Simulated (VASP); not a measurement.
# Be4TeSe3 (P4mm) in VASP: single point with PBE

Aim: the single point of Be4TeSe3 with PBE.

Program: VASP 6.6.1. These are calculated values, not measurements. Logs are shortened: lines on timing, memory, paths and dates and some standing lists are left out, and cuts for length are marked.

### Step 1. The cell of the first run

It takes space group P4mm (No. 99, tetragonal). The conventional cell has a = 3.773 Å, b = 3.773 Å, c = 12.787 Å, α = 90.00°, β = 90.00°, γ = 90.00°. Be (site symmetry 2mm) has 4 Se at 2.28 Å and 4 Be at 2.67 Å within 3.0 Å. Be (site symmetry 2mm) has 2 Se at 2.29 Å and 2 Te at 2.44 Å and 4 Be at 2.67 Å within 3.0 Å. Te (site symmetry 4mm) has 4 Be at 2.44 Å within 3.2 Å. Se (site symmetry 4mm) has 4 Be at 2.28 Å within 3.0 Å. Within 3.0 Å of Se (site symmetry 4mm) lie 4 Be at 2.28 Å. Se (site symmetry 4mm) has 4 Be at 2.29 Å within 3.0 Å.

### Step 2. Single point, PBE

Contents of INCAR:

```
SYSTEM = Be4TeSe3
PREC = Accurate
ENCUT = 600
EDIFF = 1E-6
ISMEAR = 0
SIGMA = 0.15
LREAL = .False.
LASPH = .True.
NELM = 120
ALGO = Normal
ISIF = 2
LWAVE = .False.
LCHARG = .False.
GGA = PE
NBANDS = 26
GGA_COMPAT = .False.
```

Contents of KPOINTS:

```
Automatic mesh
0
Gamma
  3 3 1
  0 0 0
```

Contents of POSCAR:

```
Be4TeSe3
1.0
    3.7726568784      0.0000000000      0.0000000000
    0.0000000000      3.7726568784      0.0000000000
    0.0000000000      0.0000000000     12.7865406116
Be Te Se
4 1 3
Direct
    0.5000000000      0.0000000000     -0.0050376617
    0.5000000000      0.0000000000      0.5100194540
    0.0000000000      0.5000000000     -0.0050376617
    0.0000000000      0.5000000000      0.5100194540
    0.5000000000      0.5000000000      0.3886320091
    0.5000000000      0.5000000000      0.8948156916
    0.0000000000      0.0000000000      0.0953490847
    0.0000000000      0.0000000000      0.6112396799
```

Potentials or basis: VASP PAW PBE potentials, release 64 (Be, Te, Se).

On the command line:

```
$ cat potpaw_PBE.64/Be/POTCAR potpaw_PBE.64/Te/POTCAR potpaw_PBE.64/Se/POTCAR > POTCAR
$ mpirun -np 1 vasp_std > vasp.out
```

OUTCAR:

```text
SYSTEM = Be4TeSe3
   PREC = Accurate
   ENCUT = 600
   EDIFF = 1E-6
   ISMEAR = 0
   LREAL = .False.
   LASPH = .True.
   NELM = 120
   ISIF = 2
   GGA = PE

 ion  position               nearest neighbor table
   1  0.500  0.000  0.995-   6 2.28   6 2.28   7 2.28   7 2.28
   2  0.500  0.000  0.510-   8 2.29   8 2.29   5 2.44   5 2.44
   3  0.000  0.500  0.995-   6 2.28   6 2.28   7 2.28   7 2.28
   4  0.000  0.500  0.510-   8 2.29   8 2.29   5 2.44   5 2.44
   5  0.500  0.500  0.389-   2 2.44   4 2.44   2 2.44   4 2.44
   6  0.500  0.500  0.895-   1 2.28   3 2.28   1 2.28   3 2.28
   7  0.000  0.000  0.095-   1 2.28   3 2.28   3 2.28   1 2.28
   8  0.000  0.000  0.611-   2 2.29   4 2.29   4 2.29   2 2.29

  LATTYP: Found a simple tetragonal cell.
 ALAT       =     3.7726568784
 C/A-ratio  =     3.3892667750

  Lattice vectors:

 A1 = (   3.7726568784,   0.0000000000,   0.0000000000)
 A2 = (   0.0000000000,   3.7726568784,   0.0000000000)
 A3 = (   0.0000000000,   0.0000000000,  12.7865406116)

Analysis of symmetry for initial positions (statically):
=====================================================================
 Subroutine PRICEL returns:
 Original cell was already a primitive cell.

 Routine SETGRP: Setting up the symmetry group for a
 simple tetragonal supercell.

 Subroutine GETGRP returns: Found  8 space group operations
 (whereof  8 operations were pure point group operations)
 out of a pool of 16 trial point group operations.

The static configuration has the point symmetry C_4v.

Analysis of symmetry for dynamics (positions and initial velocities):
=====================================================================
 Subroutine PRICEL returns:
 Original cell was already a primitive cell.

 Routine SETGRP: Setting up the symmetry group for a
 simple tetragonal supercell.

 Subroutine GETGRP returns: Found  8 space group operations
 (whereof  8 operations were pure point group operations)
 out of a pool of 16 trial point group operations.

The dynamic configuration has the point symmetry C_4v.

 Subroutine INISYM returns: Found  8 space group operations
 (whereof  8 operations are pure point group operations),
 and found     1 'primitive' translations

----------------------------------------------------------------------------------------

                                     Primitive cell

  volume of cell :     181.9901

  direct lattice vectors                    reciprocal lattice vectors
     3.772656878  0.000000000  0.000000000     0.265065187  0.000000000  0.000000000
     0.000000000  3.772656878  0.000000000     0.000000000  0.265065187  0.000000000
     0.000000000  0.000000000 12.786540612     0.000000000  0.000000000  0.078207236

  length of vectors
     3.772656878  3.772656878 12.786540612     0.265065187  0.265065187  0.078207236

  position of ions in fractional coordinates (direct lattice)
     0.500000000  0.000000000  0.994962338
     0.500000000  0.000000000  0.510019454
     0.000000000  0.500000000  0.994962338
     0.000000000  0.500000000  0.510019454
     0.500000000  0.500000000  0.388632009
     0.500000000  0.500000000  0.894815692
     0.000000000  0.000000000  0.095349085
     0.000000000  0.000000000  0.611239680

  ion indices of the primitive-cell ions
   primitive index   ion index
                 1           1
                 2           2
                 3           3
                 4           4
                 5           5
                 6           6
                 7           7
                 8           8

----------------------------------------------------------------------------------------

 KPOINTS: Automatic mesh

Automatic generation of k-mesh.
 Grid dimensions read from file:
 generate k-points for:    3    3    1

 Generating k-lattice:

  Cartesian coordinates                     Fractional coordinates (reciprocal lattice)
     0.088355062  0.000000000  0.000000000     0.333333333  0.000000000  0.000000000
     0.000000000  0.088355062  0.000000000     0.000000000  0.333333333  0.000000000
     0.000000000  0.000000000  0.078207236     0.000000000  0.000000000  1.000000000

  Length of vectors
     0.088355062  0.088355062  0.078207236

  Shift w.r.t. Gamma in fractional coordinates (k-lattice)
     0.000000000  0.000000000  0.000000000

 Subroutine IBZKPT returns following result:
 ===========================================

 Found      3 irreducible k-points:

 Following reciprocal coordinates:
            Coordinates               Weight
  0.000000  0.000000  0.000000      1.000000
  0.333333  0.000000  0.000000      4.000000
  0.333333  0.333333  0.000000      4.000000
   k-points           NKPTS =      3   k-points in BZ     NKDIM =      3   number of bands    NBANDS=     26
   number of dos      NEDOS =    301   number of ions     NIONS =      8
   total plane-waves  NPLWV =  97200
   dimension x,y,z NGX =    30 NGY =   30 NGZ =  108
   dimension x,y,z NGXF=    60 NGYF=   60 NGZF=  216
   ions per type =               4   1   3
   NGX,Y,Z   is equivalent  to a cutoff of  13.22, 13.22, 14.04 a.u.
   NGXF,Y,Z  is equivalent  to a cutoff of  26.44, 26.44, 28.08 a.u.
 SYSTEM =  Be4TeSe3
   PREC   = accura    normal or accurate (medium, high low for compatibility)
   ISTART =      0    job   : 0-new  1-cont  2-samecut
   ICHARG =      2    charge: 1-file 2-atom 10-const
   ISPIN  =      1    spin polarized calculation?
   LNONCOLLINEAR =      F non collinear calculations
   LSORBIT =      F    spin-orbit coupling
   LASPH  =      T    aspherical Exc in radial PAW
   ENCUT  =  600.0 eV  44.10 Ry    6.64 a.u.   7.53  7.53 25.54*2*pi/ulx,y,z
   NELM   =    120;   NELMIN=  2; NELMDL= -5     # of ELM steps
   EDIFF  = 0.1E-05   stopping-criterion for ELM
   LREAL  =      F    real-space projection
   EDIFFG = 0.1E-04   stopping-criterion for IOM
   NSW    =      0    number of steps for IOM
   IBRION =     -1    ionic relax: 0-MD 1-quasi-New 2-CG
   NFREE  =      0    steps in history (QN), initial steepest desc. (CG)
   ISIF   =      2    stress and relaxation
   ISYM   =      2    0-nonsym 1-usesym 2-fastsym
   POTIM  = 0.5000    time-step for ionic-motion
   TEBEG  =    0.0;   TEEND  =   0.0 temperature during run
   PSTRESS=    0.0 pullay stress
   NELECT =      32.0000    total number of electrons
   NUPDOWN=      -1.0000    fix difference up-down
   EMIN   =  10.00;   EMAX   =-10.00  energy-range for DOS
   EFERMI =   0.00;   METHOD = LEGACY
   ISMEAR =     0;   SIGMA  =   0.15  broadening in eV -4-tet -1-fermi 0-gaus
   EFERMI_NEDOS =   21; number of points for ismear=-14 and -15
   IALGO  =     38    algorithm
   IMIX   =      4    mixing-type and parameters
     AMIX     =   0.40;   BMIX     =  1.00
     AMIX_MAG =   1.60;   BMIX_MAG =  1.00
  volume/ion in A,a.u.               =      22.75       153.52
  Fermi-wavevector in a.u.,A,eV,Ry     =   0.917154  1.733170 11.444833  0.841171
  Thomas-Fermi vector in A             =   2.042091
   LORBIT       =      0    0 simple, 1 ext, 2 COOP (PROOUT), +10 PAW based schemes
   GGA     = PE    functional components
   LHFCALC =     F    Hartree Fock is set to
   AEXX    =    0.0000 exact exchange contribution
   IVDW    =     0    specifies the selected vdW correction
   LEPSILON=     F    determine dielectric tensor
   LRPA    =     F    only Hartree local field effects (RPA)
 non-spin polarized calculation
 Gauss-broadening in eV      SIGMA  =   0.15
  energy-cutoff  :      600.00
  volume of cell :      181.99
 maximum number of plane-waves:      6107
 NGX is ok and might be reduce to    30
   NGX = 15   NGY = 15   NGZ = 51

 number of electron      31.9999996 magnetization

 Free energy of the ion-electron system (eV)
  ---------------------------------------------------
  ext. energy  EPLUGINS =         0.00000000
  ---------------------------------------------------
  free energy    TOTEN  =       -32.82064095 eV

  energy without entropy =      -32.82064095  energy(sigma->0) =      -32.82064095

 E-fermi :   3.0755     XC(G=0):  -8.1235

 val. band max:        2.3839125505   @ k =   0.0000   0.0000   0.0000
 cond. band min:       4.5725954485   @ k =   0.0000   0.0000   0.0000
 fundamental gap:      2.1886828980
 Fermi energy:         3.0755083465

 k-point     1 :       0.0000    0.0000    0.0000
  band No.  band energies     occupation
      1     -11.6030      2.00000
      2     -10.9752      2.00000
      3     -10.2896      2.00000
      4      -8.8852      2.00000
      5      -2.0580      2.00000
      6      -1.4486      2.00000
[... 18 lines left out ...]
     25       8.1269      0.00000
     26       8.1269      0.00000

 k-point     2 :       0.3333    0.0000    0.0000
  band No.  band energies     occupation
      1     -11.0645      2.00000
      2     -10.5684      2.00000
      3     -10.3166      2.00000
      4      -8.5480      2.00000
      5      -3.0866      2.00000
      6      -2.6740      2.00000
[... 18 lines left out ...]
     25       8.1206      0.00000
     26       8.2286      0.00000

 k-point     3 :       0.3333    0.3333    0.0000
  band No.  band energies     occupation
      1     -10.6277      2.00000
      2     -10.2434      2.00000
      3     -10.2006      2.00000
      4      -8.0875      2.00000
      5      -2.7245      2.00000
      6      -2.5110      2.00000
[... 18 lines left out ...]
     25       9.1241      0.00000
     26       9.5431      0.00000

------------------------ aborting loop because EDIFF is reached ----------------------------------------

  FORCE on cell =-STRESS in cart. coord.  units (eV):
  Direction    XX          YY          ZZ          XY          YZ          ZX
  --------------------------------------------------------------------------------------
  -------------------------------------------------------------------------------------
  Total        0.2883925      0.2883925      0.5178511      0.0000000      0.0000000      0.0000000
  in kB        2.5389073      2.5389073      4.5589815      0.0000000      0.0000000      0.0000000
  external PRESSURE =       3.2122654 kB  Pullay stress =       0.0000000 kB

 VOLUME and BASIS-vectors are now :
 -----------------------------------------------------------------------------
  energy-cutoff  :      600.00
  volume of cell :      181.99
      direct lattice vectors                 reciprocal lattice vectors
     3.772656878  0.000000000  0.000000000     0.265065187  0.000000000  0.000000000
     0.000000000  3.772656878  0.000000000     0.000000000  0.265065187  0.000000000
     0.000000000  0.000000000 12.786540612     0.000000000  0.000000000  0.078207236

 POSITION                                       TOTAL-FORCE (eV/Angst)
 -----------------------------------------------------------------------------------
      1.88633      0.00000     12.72213         0.000000     -0.000000      0.001307
      1.88633      0.00000      6.52138         0.000000     -0.000000      0.012436
      0.00000      1.88633     12.72213         0.000000     -0.000000      0.001307
      0.00000      1.88633      6.52138        -0.000000     -0.000000      0.012436
      1.88633      1.88633      4.96926         0.000000      0.000000     -0.067802
      1.88633      1.88633     11.44160         0.000000     -0.000000     -0.063904
      0.00000      0.00000      1.21918         0.000000     -0.000000      0.060738
      0.00000      0.00000      7.81564         0.000000     -0.000000      0.043482
 -----------------------------------------------------------------------------------
    total drift:                               -0.000000      0.000000      0.000047

  FREE ENERGIE OF THE ION-ELECTRON SYSTEM (eV)
  ---------------------------------------------------
  free  energy   TOTEN  =       -32.8206409516 eV

  energy  without entropy=      -32.8206409516  energy(sigma->0) =      -32.82064095
```

Run time: 32 s. Hardware: 1 thread of AMD EPYC 7R43 (Zen 3), shared host; peak memory 0.26 GiB.

What came out:

```
Free energy            : -32.8206 eV
Pressure               : 0.3 GPa
Largest force          : 0.068 eV/Å
Band gap on the k mesh : 2.19 eV, direct
```

Forces on the atoms (eV/Å):
```
Be   0.000  0.000  0.001
Be   0.000  0.000  0.012
Be   0.000  0.000  0.001
Be   0.000  0.000  0.012
Te   0.000  0.000 -0.068
Se   0.000  0.000 -0.064
Se   0.000  0.000  0.061
Se   0.000  0.000  0.043
```

Levels at points of the mesh, in eV from the valence-band top:
```csv
k point,band 14,band 15,band 16,band 17,band 18,band 19
"(0.00, 0.00, 0.00)",-0.89,0.00,0.00,2.19,2.33,2.72
```

Caveat: the k points lie up to 0.56 Å⁻¹ apart; spin-orbit coupling is left out, which moves the levels of the heavy elements; this functional lacks dispersion, which binds the layers, so the pressure and a relaxed spacing across them are unreliable. As with any semilocal functional, this PBE gap is likely too small.
